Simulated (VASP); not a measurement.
A run of VASP 6.6.1:

File INCAR:

```
  PREC = Accurate
  ENCUT = 520
  EDIFF = 1E-6
  ISMEAR = -1
  SIGMA = 0.05
  LREAL = F
  LASPH = T
  NELM = 100
  ALGO = Normal
  ISIF = 2
  LWAVE = F
  LCHARG = F
  GGA = B5
  ALDAX = 1.0
  AGGAX = 1.0
  AGGAC = 1.0
  ALDAC = 0.0
  NBANDS = 49
```

Contents of KPOINTS:

```
regular mesh
0
Gamma
  10 10 1
```

POSCAR

```
WS2
1.0
    3.2603014052      0.0000000000      0.0000000000
   -1.6301507026      2.8235038408      0.0000000000
    0.0000000000      0.0000000000     29.9710495390
W S
3 6
Direct
    0.6666666667      0.3333333333      0.3332285557
    0.6666666667      0.3333333333      0.9863972699
    0.0000000000      0.0000000000      0.6595521115
    0.6666666667      0.3333333333      0.6071154572
    0.0000000000      0.0000000000      0.2807932483
    0.0000000000      0.0000000000      0.9339651518
    0.6666666667      0.3333333333      0.7119888984
    0.0000000000      0.0000000000      0.3856636206
    0.0000000000      0.0000000000      1.0388296765
```

Potentials or basis: VASP PAW PBE potentials, release 64 (W_sv, S).

Run with:

```console
$ cat potpaw_PBE.64/W_sv/POTCAR potpaw_PBE.64/S/POTCAR > POTCAR
$ mpirun -np 1 vasp_std > vasp.out
```

Hardware: 1 thread of AMD EPYC 7R13, on a shared host.

Task: Estimate the wall time of this run.

Result: Wall time 11 min on 1 thread of AMD EPYC 7R13 (shared host), peak memory 0.4 GiB. Counts: scf iterations 23, k points 14.
